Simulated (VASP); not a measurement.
# Mg (C2/m) in VASP: single point with PBEsol

Aim: the single point of Mg with PBEsol.

All numbers are computed with VASP 6.6.1; they aren't measurements. Logs are shortened: lines on timing, memory, paths and dates and some standing lists are left out, and cuts for length are marked.

**1. The cell of the first run**

It takes space group C2/m (No. 12, monoclinic). Conventional cell: a = 4.322 Å, b = 4.131 Å, c = 3.073 Å, α = 90.00°, β = 131.22°, γ = 90.00°. Mg (site symmetry 2/m) has 12 Mg at 2.99 to 3.26 Å within 3.9 Å.

**2. Single point, PBEsol (strained)**

File INCAR:

```
ALGO     = Normal         # electronic algorithm
EDIFF    = 1E-6           # SCF threshold, eV
ENCUT    = 520            # plane-wave cutoff, eV
GGA      = PS             # functional
ISIF     = 2              # what is computed and relaxed
ISMEAR   = 0              # smearing method
LASPH    = True           # aspherical terms in the spheres
LCHARG   = False          # write CHGCAR
LREAL    = False          # projectors in reciprocal space
LWAVE    = False          # write WAVECAR
NBANDS   = 7              # bands
NELM     = 100            # most SCF steps
PREC     = Accurate       # precision mode
SIGMA    = 0.1            # smearing width, eV
```

File KPOINTS:

```
k-points
0
Gamma
  14 14 14
```

File POSCAR:

```
Mg
1.0
    0.0000000000      2.2489016099      2.0941377162
    2.0653887968     -0.0656669306      2.1598046467
    2.0653887968      2.3145685405     -0.0656669306
Mg
1
Direct
    0.0000000000      0.0000000000      0.0000000000
```

Potentials or basis: VASP PAW PBE potentials, release 64 (Mg).

On the command line:

```sh
$ cat potpaw_PBE.64/Mg/POTCAR > POTCAR
$ mpirun -np 1 vasp_std > vasp.out
```

OUTCAR:

```text
EDIFF = 1E-6
   ENCUT = 520
   GGA = PS
   ISIF = 2
   ISMEAR = 0
   LASPH = True
   LREAL = False
   NELM = 100
   PREC = Accurate

 ion  position               nearest neighbor table
   1  0.000  0.000  0.000-

  LATTYP: Found a base centered monoclinic cell.
 ALAT       =     4.3216053767
 B/A-ratio  =     0.9558433114
 C/A-ratio  =     0.7110648750
 COS(beta)  =    -0.6589211069

  Lattice vectors:

 A1 = (   2.0653887968,   0.0656669306,  -2.1598046468)
 A2 = (  -2.0653887968,   0.0656669306,  -2.1598046467)
 A3 = (   0.0000000000,   2.2489016099,   2.0941377162)

Analysis of symmetry for initial positions (statically):
=====================================================================
 Subroutine PRICEL returns:
 Original cell was already a primitive cell.

 Routine SETGRP: Setting up the symmetry group for a
 base centered monoclinic supercell.

 Subroutine GETGRP returns: Found  4 space group operations
 (whereof  4 operations were pure point group operations)
 out of a pool of  4 trial point group operations.

The static configuration has the point symmetry C_2h.

Analysis of symmetry for dynamics (positions and initial velocities):
=====================================================================
 Subroutine PRICEL returns:
 Original cell was already a primitive cell.

 Routine SETGRP: Setting up the symmetry group for a
 base centered monoclinic supercell.

 Subroutine GETGRP returns: Found  4 space group operations
 (whereof  4 operations were pure point group operations)
 out of a pool of  4 trial point group operations.

The dynamic configuration has the point symmetry C_2h.

 Subroutine INISYM returns: Found  4 space group operations
 (whereof  4 operations are pure point group operations),
 and found     1 'primitive' translations

----------------------------------------------------------------------------------------

                                     Primitive cell

  volume of cell :      20.6320

  direct lattice vectors                    reciprocal lattice vectors
     0.000000000  2.248901610  2.094137716    -0.242085171  0.222783141  0.238275941
     2.065388797 -0.065666931  2.159804647     0.242085171 -0.209635829  0.225128629
     2.065388797  2.314568540 -0.065666931     0.242085171  0.209635829 -0.225128629

  length of vectors
     3.072941787  2.989130164  3.102800438     0.406217900  0.391452820  0.391452820

  position of ions in fractional coordinates (direct lattice)
     0.000000000  0.000000000  0.000000000

[... 76 lines left out ...]
   LREAL  =      F    real-space projection
   EDIFFG = 0.1E-04   stopping-criterion for IOM
   NSW    =      0    number of steps for IOM
   IBRION =     -1    ionic relax: 0-MD 1-quasi-New 2-CG
   NFREE  =      0    steps in history (QN), initial steepest desc. (CG)
   ISIF   =      2    stress and relaxation
   ISYM   =      2    0-nonsym 1-usesym 2-fastsym
   POTIM  = 0.5000    time-step for ionic-motion
   TEBEG  =    0.0;   TEEND  =   0.0 temperature during run
   PSTRESS=    0.0 pullay stress
   NELECT =       2.0000    total number of electrons
   NUPDOWN=      -1.0000    fix difference up-down
   EMIN   =  10.00;   EMAX   =-10.00  energy-range for DOS
   EFERMI =   0.00;   METHOD = LEGACY
   ISMEAR =     0;   SIGMA  =   0.10  broadening in eV -4-tet -1-fermi 0-gaus
   EFERMI_NEDOS =   21; number of points for ismear=-14 and -15
   IALGO  =     38    algorithm
   IMIX   =      4    mixing-type and parameters
     AMIX     =   0.40;   BMIX     =  1.00
     AMIX_MAG =   1.60;   BMIX_MAG =  1.00
  volume/ion in A,a.u.               =      20.63       139.23
  Fermi-wavevector in a.u.,A,eV,Ry     =   0.752034  1.421139  7.694851  0.565556
  Thomas-Fermi vector in A             =   1.849152
   LORBIT       =      0    0 simple, 1 ext, 2 COOP (PROOUT), +10 PAW based schemes
   GGA     = PS    functional components
   LHFCALC =     F    Hartree Fock is set to
   AEXX    =    0.0000 exact exchange contribution
   IVDW    =     0    specifies the selected vdW correction
   LEPSILON=     F    determine dielectric tensor
   LRPA    =     F    only Hartree local field effects (RPA)
 non-spin polarized calculation
 Gauss-broadening in eV      SIGMA  =   0.10
  energy-cutoff  :      520.00
  volume of cell :       20.63
 maximum number of plane-waves:       570
   NGX = 11   NGY = 11   NGZ = 11

 number of electron       2.0000000 magnetization

 Free energy of the ion-electron system (eV)
  ---------------------------------------------------
  ext. energy  EPLUGINS =         0.00000000
  ---------------------------------------------------
  free energy    TOTEN  =        -1.67286880 eV

  energy without entropy =       -1.67095634  energy(sigma->0) =       -1.67191257

 E-fermi :   3.1702     XC(G=0):  -8.8757

 val. band max:        3.1614339320   @ k =  -0.3571   0.2143   0.1429
 cond. band min:       3.1724573980   @ k =  -0.4286   0.0714   0.0000
 fundamental gap:      0.0110234660
 Fermi energy:         3.1701947686

 k-point     1 :       0.0000    0.0000    0.0000
  band No.  band energies     occupation
      1      -4.2321      2.00000
      2      15.2800      0.00000
      3      16.5912      0.00000
      4      16.9509      0.00000
      5      17.9127      0.00000
      6      17.9501      0.00000
      7      19.6295      0.00000
[... 221 lines left out ...]
 k-point    24 :       0.0714    0.1429   -0.0000
  band No.  band energies     occupation
      1      -3.7929      2.00000
      2      12.3605      0.00000
      3      14.7181      0.00000
      4      15.7184      0.00000
      5      18.4933      0.00000
      6      19.2639      0.00000
      7      20.3068      0.00000

 [... further k-points ...]

------------------------ aborting loop because EDIFF is reached ----------------------------------------

  FORCE on cell =-STRESS in cart. coord.  units (eV):
  Direction    XX          YY          ZZ          XY          YZ          ZX
  --------------------------------------------------------------------------------------
  -------------------------------------------------------------------------------------
  Total        0.6079558      0.2814986      0.7534305      0.0000000      0.1678150     -0.0000000
  in kB       47.2107685     21.8597553     58.5075906      0.0000000     13.0316584     -0.0000000
  external PRESSURE =      42.5260381 kB  Pullay stress =       0.0000000 kB

 VOLUME and BASIS-vectors are now :
 -----------------------------------------------------------------------------
  energy-cutoff  :      520.00
  volume of cell :       20.63
      direct lattice vectors                 reciprocal lattice vectors
     0.000000000  2.248901610  2.094137716    -0.242085171  0.222783141  0.238275941
     2.065388797 -0.065666931  2.159804647     0.242085171 -0.209635829  0.225128629
     2.065388797  2.314568540 -0.065666931     0.242085171  0.209635829 -0.225128629

 POSITION                                       TOTAL-FORCE (eV/Angst)
 -----------------------------------------------------------------------------------
      0.00000      0.00000      0.00000         0.000000     -0.000000     -0.000000
 -----------------------------------------------------------------------------------
    total drift:                               -0.000000      0.000000      0.000000

  FREE ENERGIE OF THE ION-ELECTRON SYSTEM (eV)
  ---------------------------------------------------
  free  energy   TOTEN  =        -1.6728687974 eV

  energy  without entropy=       -1.6709563411  energy(sigma->0) =       -1.67191257
```

OSZICAR:

```text
N       E                     dE             d eps       ncg     rms          rms(c)
DAV:   1    -0.949552270911E+00   -0.94955E+00   -0.82171E+02 11354   0.197E+02
DAV:   2    -0.168117529181E+01   -0.73162E+00   -0.70009E+00 13496   0.117E+01
DAV:   3    -0.168388487163E+01   -0.27096E-02   -0.27087E-02 13972   0.808E-01
DAV:   4    -0.168388888474E+01   -0.40131E-05   -0.40132E-05 14819   0.218E-02
DAV:   5    -0.168388889117E+01   -0.64293E-08   -0.64781E-08 14063   0.620E-04    0.649E-01
DAV:   6    -0.167785147661E+01    0.60374E-02   -0.32931E-04 12684   0.878E-02    0.412E-01
DAV:   7    -0.167286885396E+01    0.49826E-02   -0.13041E-03 12572   0.159E-01    0.210E-02
DAV:   8    -0.167286879745E+01    0.56509E-07   -0.93267E-06 15505   0.176E-02
   1 F= -.16728688E+01 E0= -.16719126E+01  d E =-.191246E-02
```

stdout:

```text
POSCAR found type information on POSCAR Mg
 POSCAR found :  1 types and       1 ions
 scaLAPACK will be used
 -----------------------------------------------------------------------------
|                                                                             |
|                                                                             |
|     You enforced a specific xc type in the INCAR file but a different       |
|     I HOPE YOU KNOW WHAT YOU ARE DOING!                                     |
|                                                                             |
 -----------------------------------------------------------------------------

 LDA part: xc-table for (Slater+PW92), standard interpolation
 POSCAR, INCAR and KPOINTS ok, starting setup
 FFT: planning ... GRIDC
 FFT: planning ... GRID_SOFT
 FFT: planning ... GRID
 WAVECAR not read
 entering main loop
```

Run time: 37 s. Hardware: 1 thread of Intel Xeon Platinum 8259CL at 2.50GHz (Skylake/Cascade Lake), shared host; peak memory 0.23 GiB.

What came out:

| Property | Result |
| --- | --- |
| Free energy | -1.6729 eV |
| Pressure | 4.3 GPa |
| Band gap on the k mesh | zero (band 1 reaches 4.83 eV, above the bottom of band 2 at 1.65 eV) |

Caveat: the cell differs from its parent crystal (strained); the PAW data sets were made with another functional, which shifts forces and pressure a little.
